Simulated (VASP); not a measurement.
## Si (a cell with a defect): single point with PBE

Si (a cell with a defect):

```xyz
17
Lattice="0.0000 5.4300 5.4300 5.4300 0.0000 5.4300 5.4300 5.4300 0.0000" Properties=species:S:1:pos:R:3 pbc="T T T"
Si   -0.0318   -0.0014    0.0029
Si    1.3349    1.3783    1.3858
Si    2.7148    2.7448    0.0032
Si    4.0760    4.0666    1.3652
Si    2.7148   -0.0010    2.7560
Si    4.0797    1.3623    4.0723
Si    5.4301    2.7140    2.7174
Si    6.7812    4.0644    4.0737
Si   -0.0013    2.7138    2.7171
Si    1.3341    4.0473    4.0514
Si    2.7148    5.4285    2.6854
Si    4.0950    6.8090    4.0517
Si    2.7147    2.6804    5.4327
Si    4.0934    4.0490    6.8150
Si    5.4612    5.4287    5.4330
Si    6.7826    6.7895    6.7959
Si    2.7139    5.4279    5.4342
```

```json
{"Program": "VASP 6.6.1", "Task": "single point", "Functional": "PBE", "Potentials or basis": "VASP PAW PBE potentials, release 64 (Si)", "Cutoff": "520 eV", "k mesh": "2 × 2 × 2", "Occupations": "gaussian, width 0.02 eV", "Spin": "no spin polarisation", "Dipole correction": "no", "Further INCAR settings": "LREAL = Auto; ALGO = Normal; EDIFF = 1e-06; NBANDS = 48"}
```

| Property | Result |
| --- | --- |
| Pressure | 5.3 GPa |
| Largest force | 0.022 eV/Å |
| Band gap on the k mesh | zero (band 34 reaches 6.93 eV, above the bottom of band 35 at 6.67 eV) |

Forces in eV/Å, atoms in the order of the input:
```
Si   0.004 -0.008  0.015
Si  -0.002  0.003  0.002
Si   0.001 -0.006  0.014
Si   0.013 -0.003 -0.007
Si  -0.003 -0.006 -0.014
Si  -0.012 -0.004 -0.009
Si   0.001  0.002 -0.004
Si   0.005  0.012 -0.018
Si   0.002  0.000 -0.001
Si   0.000  0.000  0.001
Si  -0.001 -0.006  0.010
Si   0.000  0.000  0.001
Si  -0.004  0.006  0.013
Si   0.006 -0.005  0.005
Si  -0.005 -0.003  0.013
Si  -0.004  0.014 -0.013
Si   0.000  0.004 -0.008
```

Levels at points of the mesh, in eV from the Fermi level:
```
           k point  band 30  band 31  band 32  band 33  band 34  band 35  band 36  band 37  band 38  band 39
(0.00, 0.00, 0.00)    -1.76    -0.83    -0.83    -0.83    -0.25    -0.25    -0.24     0.07     0.08     0.40
(0.50, 0.00, 0.00)    -1.59    -1.59    -1.44    -1.44    -0.35     0.53     0.53     0.89     0.89     1.28
(0.00, 0.50, 0.00)    -1.59    -1.59    -1.44    -1.44    -0.35     0.53     0.53     0.89     0.89     1.28
(0.00, 0.00, 0.50)    -1.59    -1.58    -1.44    -1.44    -0.35     0.52     0.53     0.89     0.89     1.28
(0.50, 0.50, 0.50)    -1.59    -1.58    -1.44    -1.44    -0.35     0.53     0.53     0.89     0.89     1.28
(0.50, 0.50, 0.00)    -2.03    -2.03    -1.90    -1.00     0.01     0.71     1.02     1.02     1.14     1.89
(0.00, 0.50, 0.50)    -2.03    -2.03    -1.90    -1.00     0.01     0.71     1.01     1.02     1.14     1.89
(0.50, 0.00, 0.50)    -2.03    -2.03    -1.90    -1.00     0.01     0.71     1.01     1.02     1.14     1.89
```

It took 120 s on 1 thread of Intel(R) Xeon(R) 6975P-C (Granite Rapids), with other jobs on the host, peak memory 0.46 GiB.

Caveat: the k points lie up to 0.50 Å⁻¹ apart.
